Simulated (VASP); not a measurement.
MgO (qha): vibrations by perturbation theory with PBEsol

The system is MgO (qha).

```
CELL_PARAMETERS angstrom
0.00000 2.10711 2.10711
2.10711 0.00000 2.10711
2.10711 2.10711 0.00000
ATOMIC_POSITIONS crystal
Mg 0.00000 0.00000 0.00000
O 0.50000 0.50000 0.50000
```

```yaml
Program: VASP 6.6.1
Task: vibrations by perturbation theory
Functional: PBEsol
Potentials_or_basis: VASP PAW PBE potentials, release 64 (Mg, O)
Cutoff: 520 eV
k_mesh: 12 × 12 × 12
Occupations: gaussian, width 0.01 eV
Spin: no spin polarisation
Dipole_correction: no
Further_INCAR_settings: ALGO = Normal; EDIFF = 1e-08; NBANDS = 11; IBRION = 8; NSW = 1
```

```
Highest phonon frequency at Γ, LO-TO splitting left out : 390 cm⁻¹
```

Phonon frequencies in cm⁻¹ (negative: imaginary):
```tsv
q point	frequencies
(0.000, 0.000, 0.000)	0 0 0 390 390 390
```

It took 68 s on 1 thread of Intel(R) Xeon(R) Platinum 8259CL CPU @ 2.50GHz (Skylake/Cascade Lake), on a shared host, peak memory 0.22 GiB.
